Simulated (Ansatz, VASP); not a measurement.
## One calculation of Ag, two programs

The input INCAR:

```
PREC = Accurate
ENCUT = 520
EDIFF = 1E-7
ISMEAR = -1
SIGMA = 0.08
LREAL = False
LASPH = True
NELM = 150
ALGO = Normal
ISIF = 2
LWAVE = False
LCHARG = False
MAGMOM = 0 0 0
LORBIT = 11
LSORBIT = True
GGA_COMPAT = False
LORBMOM = True
LMAXMIX = 4
GGA = PE
NBANDS = 22
```

KPOINTS

```
Automatic mesh
0
Gamma
  16 16 16
```

File POSCAR:

```
Ag
1.0
   -1.6515218326      1.6515218326      1.6515218326
    1.6515218326     -1.6515218326      1.6515218326
    1.6515218326      1.6515218326     -1.6515218326
Ag
1
Direct
    0.0000000000      0.0000000000      0.0000000000
```

Input for Ansatz:

```yaml
crystal:
  lattice:
    - [-1.6515218326, 1.6515218326, 1.6515218326]
    - [1.6515218326, -1.6515218326, 1.6515218326]
    - [1.6515218326, 1.6515218326, -1.6515218326]
  atoms:
    - { symbol: Ag, position: [0.0, 0.0, 0.0] }
kpoints:
  mp_grid: { grid: [16, 16, 16] }
  band_path:
    path:
      - [0.0, 0.0, 0.0]
      - [0.5, -0.5, 0.5]
      - [0.0, 0.0, 0.5]
      - [0.0, 0.0, 0.0]
      - [0.25, 0.25, 0.25]
      - [0.5, -0.5, 0.5]
      - [0.25, 0.25, 0.25]
      - [0.0, 0.0, 0.5]
    npoints: 5
scf:
  occupations: { method: fermi_dirac, width: 0.08 }
hamiltonian:
  xc: pbe
  pseudopotentials: { kind: all_electron, lapw: { basis_error: 0.001 } }
output:
  forces: true
  stress: true
  eigenvalues: true
magnetization:
  noncollinear: true
  spin_orbit: true
```

Alike in both runs: task single point; functional PBE; k mesh 16 × 16 × 16; occupations fermi-dirac, width 0.08 eV; non-collinear spin, spin-orbit coupling.

|  | VASP | Ansatz |
| --- | --- | --- |
| version | VASP 6.6.1 | Ansatz 0.2.0 |
| potentials or method | VASP PAW PBE potentials, release 64 (Ag), cutoff 520 eV | all-electron LAPW |

```csv
,VASP,Ansatz,Ansatz less VASP
pressure (GPa),-0.3,-0.2,+0.07
net moment per atom (μB),0.00,0.00,0.000
```

Ansatz ran all-electron here, and VASP with PAW potentials.
